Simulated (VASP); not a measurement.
# TaN (Fm-3m) in VASP: notebook, part 2 of 2

VASP 6.6.1. Earlier steps stand in the parts before.

### 3 Single point, PBEsol+D3(BJ)

This run uses another cell than the first one, of 9.52 Å³/atom, 1.045 times its volume.

The input, INCAR:

```
  PREC = Accurate
  ENCUT = 520
  EDIFF = 1E-6
  ISMEAR = -1
  SIGMA = 0.01
  LREAL = F
  LASPH = T
  NELM = 60
  ALGO = Normal
  ISIF = 2
  LWAVE = F
  LCHARG = T
  GGA = PS
  IVDW = 12
  LELF = T
  LVHAR = T
  NBANDS = 15
```

The input, KPOINTS:

```
regular mesh
0
Gamma
  11 11 11
```

The input, POSCAR:

```
TaN
1.0
    0.0000000000      2.1192710523      2.1192710523
    2.1192710523      0.0000000000      2.1192710523
    2.1192710523      2.1192710523      0.0000000000
Ta N
1 1
Direct
    0.5000000000      0.5000000000      0.5000000000
    0.0000000000      0.0000000000      0.0000000000
```

Potentials or basis: VASP PAW PBE potentials, release 64 (Ta_pv, N).

Command:

```
cat potpaw_PBE.64/Ta_pv/POTCAR potpaw_PBE.64/N/POTCAR > POTCAR
mpirun -np 1 vasp_std > vasp.out
```

OUTCAR:

```text
PREC = Accurate
   ENCUT = 520
   EDIFF = 1E-6
   ISMEAR = -1
   LREAL = F
   LASPH = T
   NELM = 60
   ISIF = 2
   GGA = PS
   IVDW = 12
 IVDW          = 12

 ion  position               nearest neighbor table
   1  0.500  0.500  0.500-   2 2.12   2 2.12   2 2.12   2 2.12   2 2.12   2 2.12
   2  0.000  0.000  0.000-   1 2.12   1 2.12   1 2.12   1 2.12   1 2.12   1 2.12

  LATTYP: Found a face centered cubic cell.
 ALAT       =     4.2385421046

  Lattice vectors:

 A1 = (   0.0000000000,   2.1192710523,   2.1192710523)
 A2 = (   2.1192710523,   0.0000000000,   2.1192710523)
 A3 = (   2.1192710523,   2.1192710523,   0.0000000000)

Analysis of symmetry for initial positions (statically):
=====================================================================
 Subroutine PRICEL returns:
 Original cell was already a primitive cell.

 Routine SETGRP: Setting up the symmetry group for a
 face centered cubic supercell.

 Subroutine GETGRP returns: Found 48 space group operations
 (whereof 48 operations were pure point group operations)
 out of a pool of 48 trial point group operations.

The static configuration has the point symmetry O_h .

Analysis of symmetry for dynamics (positions and initial velocities):
[... 176 lines left out ...]
     10       8.2065      2.00000
     11      10.7191      1.86151
     12      10.7191      1.86151
     13      13.2399      0.00000
     14      20.0837      0.00000
[... 401 lines left out ...]
      2     -25.0924      2.00000
      3     -24.8640      2.00000
      4      -7.0058      2.00000
      5       1.6686      2.00000
      6       3.0748      2.00000
      7       4.0552      2.00000
      8       9.8261      2.00000
      9      10.2987      2.00000
     10      12.3262      0.00000
     11      13.0750      0.00000
     12      17.2169      0.00000
     13      17.5328      0.00000
     14      23.2823      0.00000
     15      24.9684      0.00000

 [... further k-points ...]

------------------------ aborting loop because EDIFF is reached ----------------------------------------

 Edisp (eV)   -1.04161

 E8    (eV) :    -0.7232

  FORCE on cell =-STRESS in cart. coord.  units (eV):
  Direction    XX          YY          ZZ          XY          YZ          ZX
  --------------------------------------------------------------------------------------
  -------------------------------------------------------------------------------------
  Total       4.15494     4.15494     4.15494     0.00000     0.00000    -0.00000
  in kB     349.69202   349.69202   349.69202     0.00000     0.00000    -0.00000
  external pressure =      349.69 kB  Pullay stress =        0.00 kB

 VOLUME and BASIS-vectors are now :
 -----------------------------------------------------------------------------
  energy-cutoff  :      520.00
  volume of cell :       19.04
      direct lattice vectors                 reciprocal lattice vectors
     0.000000000  2.119271052  2.119271052    -0.235930180  0.235930180  0.235930180
     2.119271052  0.000000000  2.119271052     0.235930180 -0.235930180  0.235930180
     2.119271052  2.119271052  0.000000000     0.235930180  0.235930180 -0.235930180

 POSITION                                       TOTAL-FORCE (eV/Angst)
 -----------------------------------------------------------------------------------
      2.11927      2.11927      2.11927        -0.000000     -0.000000     -0.000000
      0.00000      0.00000      0.00000         0.000000      0.000000      0.000000
 -----------------------------------------------------------------------------------
    total drift:                                0.000000     -0.000000     -0.000000

  FREE ENERGIE OF THE ION-ELECTRON SYSTEM (eV)
  ---------------------------------------------------
  free  energy   TOTEN  =       -24.0006983187 eV

  energy  without entropy=      -24.0006765268  energy(sigma->0) =      -24.00068742
```

stdout:

```text
POSCAR found type information on POSCAR TaN
 POSCAR found :  2 types and       2 ions
 scaLAPACK will be used
 -----------------------------------------------------------------------------
|                                                                             |
|                                                                             |
|     You enforced a specific xc type in the INCAR file but a different       |
|     I HOPE YOU KNOW WHAT YOU ARE DOING!                                     |
|                                                                             |
 -----------------------------------------------------------------------------

 LDA part: xc-table for (Slater+PW92), standard interpolation
 POSCAR, INCAR and KPOINTS ok, starting setup
 FFT: planning ... GRIDC
 FFT: planning ... GRID_SOFT
 FFT: planning ... GRID
 WAVECAR not read
 entering main loop
```

Wall time 6 s (1 thread of Intel Xeon 6975P-C (Granite Rapids), shared host); peak memory 0.16 GiB.

Results:

| Item | Value |
| --- | --- |
| Free energy | -24.0007 eV |
| Pressure | 35.0 GPa |
| Band gap on the k mesh | zero (band 8 reaches 12.65 eV, above the bottom of band 9 at 8.21 eV) |
| Dispersion energy per atom | -0.521 eV |

Caveat: three body term missing; the PAW data sets were made with another functional, which shifts forces and pressure a little; spin-orbit coupling is left out, which moves the levels of the heavy elements; pairwise dispersion overbinds metals, which lowers pressure and volume.

### 4 Single point, PBEsol+D3(BJ)

This run uses another cell than the first one, of 9.93 Å³/atom, 1.091 times its volume.

The input, INCAR:

```
  PREC = Accurate
  ENCUT = 520
  EDIFF = 1E-6
  ISMEAR = -1
  SIGMA = 0.01
  LREAL = False
  LASPH = True
  NELM = 60
  ALGO = Normal
  ISIF = 2
  LWAVE = False
  LCHARG = False
  GGA = PS
  IVDW = 12
  NBANDS = 15
```

KPOINTS is that of step 3.

The input, POSCAR:

```
TaN
1.0
    0.0000000000      2.1495504440      2.1495504440
    2.1495504440      0.0000000000      2.1495504440
    2.1495504440      2.1495504440      0.0000000000
Ta N
1 1
Direct
    0.5000000000      0.5000000000      0.5000000000
    0.0000000000      0.0000000000      0.0000000000
```

Command:

```
cat potpaw_PBE.64/Ta_pv/POTCAR potpaw_PBE.64/N/POTCAR > POTCAR
mpirun -np 1 vasp_std > vasp.out
```

It took 6 s on 1 thread of Intel Xeon 6975P-C (Granite Rapids), shared host; peak memory 0.16 GiB.

The run converged. Its results:

| Item | Value |
| --- | --- |
| Free energy | -24.1274 eV |
| Pressure | 14.5 GPa |
| Band gap on the k mesh | zero (band 8 reaches 12.03 eV, above the bottom of band 9 at 7.83 eV) |
| Dispersion energy per atom | -0.499 eV |

Levels at points of the mesh, in eV from the Fermi level:
```csv
k point,band 6,band 7,band 8,band 9,band 10,band 11
"(0.00, 0.00, 0.00)",-4.06,-4.06,-2.40,-2.40,-2.40,-0.03
```

Caveat: three body term missing; the PAW data sets were made with another functional, which shifts forces and pressure a little; spin-orbit coupling is left out, which moves the levels of the heavy elements; pairwise dispersion overbinds metals, which lowers pressure and volume.

### 5 Single point, PBEsol+D3(BJ)

This run uses another cell than the first one, of 10.35 Å³/atom, 1.136 times its volume.

The input, INCAR:

```
SYSTEM = TaN
  ALGO = Normal
  EDIFF = 1E-6
  ENCUT = 520
  GGA = PS
  ISIF = 2
  ISMEAR = -1
  IVDW = 12
  LASPH = .True.
  LCHARG = .False.
  LREAL = .False.
  LWAVE = .False.
  NBANDS = 15
  NELM = 80
  PREC = Accurate
  SIGMA = 0.01
```

The input, KPOINTS:

```
k-points
0
Gamma
  11 11 11
  0 0 0
```

The input, POSCAR:

```
TaN
1.0
    0.0000000000      2.1790000000      2.1790000000
    2.1790000000      0.0000000000      2.1790000000
    2.1790000000      2.1790000000      0.0000000000
Ta N
1 1
Direct
    0.5000000000      0.5000000000      0.5000000000
    0.0000000000      0.0000000000      0.0000000000
```

Command:

```
cat potpaw_PBE.64/Ta_pv/POTCAR potpaw_PBE.64/N/POTCAR > POTCAR
mpirun -np 1 vasp_std > vasp.out
```

Run time: 6.9 s. Hardware: 1 thread of Intel Xeon 6975P-C (Granite Rapids), shared host; peak memory 0.16 GiB.

The run converged. Its results:

```
Free energy                : -24.1591 eV
Pressure                   : -1.9 GPa
Band gap on the k mesh     : zero (band 8 reaches 11.44 eV, above the bottom of band 9 at 7.48 eV)
Dispersion energy per atom : -0.479 eV
```

Levels at points of the mesh, in eV from the Fermi level:
| k point | band 5 | band 6 | band 7 | band 8 | band 9 | band 10 | band 11 | band 12 |
| --- | --- | --- | --- | --- | --- | --- | --- | --- |
| (0.00, 0.00, 0.00) | -3.93 | -3.93 | -3.93 | -2.27 | -2.27 | -2.27 | -0.03 | -0.03 |

Caveat: three body term missing; the PAW data sets were made with another functional, which shifts forces and pressure a little; spin-orbit coupling is left out, which moves the levels of the heavy elements; pairwise dispersion overbinds metals, which lowers pressure and volume.

### 6 Single point, PBEsol+D3(BJ)

This run uses another cell than the first one, of 10.76 Å³/atom, 1.182 times its volume.

The input, INCAR:

```
ALGO = Normal
EDIFF = 1E-6
ENCUT = 520
GGA = PS
ISIF = 2
ISMEAR = -1
IVDW = 12
LASPH = T
LCHARG = F
LREAL = F
LWAVE = F
NBANDS = 15
NELM = 60
PREC = Accurate
SIGMA = 0.01
```

The input, KPOINTS:

```
k-points
0
Gamma
  11 11 11
```

The input, POSCAR:

```
TaN
1.0
    0.0000000000      2.2076743409      2.2076743409
    2.2076743409      0.0000000000      2.2076743409
    2.2076743409      2.2076743409      0.0000000000
Ta N
1 1
Direct
    0.5000000000      0.5000000000      0.5000000000
    0.0000000000      0.0000000000      0.0000000000
```

Potentials or basis: VASP PAW PBE potentials, release 64 (Ta_pv, N).

Command:

```
cat potpaw_PBE.64/Ta_pv/POTCAR potpaw_PBE.64/N/POTCAR > POTCAR
mpirun -np 1 vasp_std > vasp.out
```

Wall time 5.8 s (1 thread of Intel Xeon 6975P-C (Granite Rapids), shared host); peak memory 0.16 GiB.

The run converged. Its results:

- Free energy: -24.1144 eV
- Pressure: -15.1 GPa
- Band gap on the k mesh: zero (band 8 reaches 10.89 eV, above the bottom of band 9 at 7.14 eV)
- Dispersion energy per atom: -0.460 eV

Levels at points of the mesh, in eV from the Fermi level:
```csv
k point,band 6,band 7,band 8,band 9,band 10,band 11
"(0.00, 0.00, 0.00)",-3.81,-3.81,-2.15,-2.15,-2.15,-0.04
```

Caveat: three body term missing; the PAW data sets were made with another functional, which shifts forces and pressure a little; spin-orbit coupling is left out, which moves the levels of the heavy elements; pairwise dispersion overbinds metals, which lowers pressure and volume.

### 7 Overview

```tsv
cell	gap on the mesh (eV)	pressure (GPa)
a = 2.953 Å, angles 60.0°, 2 atoms	none	60.5
a = 2.997 Å, angles 60.0°, 2 atoms	none	35.0
a = 3.040 Å, angles 60.0°, 2 atoms	none	14.5
a = 3.082 Å, angles 60.0°, 2 atoms	none	-1.9
a = 3.122 Å, angles 60.0°, 2 atoms	none	-15.1
```

Alike in all rows: task single point; level PBEsol+D3(BJ); potentials or basis VASP PAW PBE potentials, release 64 (Ta_pv, N); no spin polarisation; k mesh 11 × 11 × 11; cutoff (eV) 520; smearing fermi-dirac 0.01 eV.

Caveats: three body term missing; the PAW data sets were made with another functional, which shifts forces and pressure a little; spin-orbit coupling is left out, which moves the levels of the heavy elements; pairwise dispersion overbinds metals, which lowers pressure and volume.

Absolute energies hang on the potentials; compare differences alone.
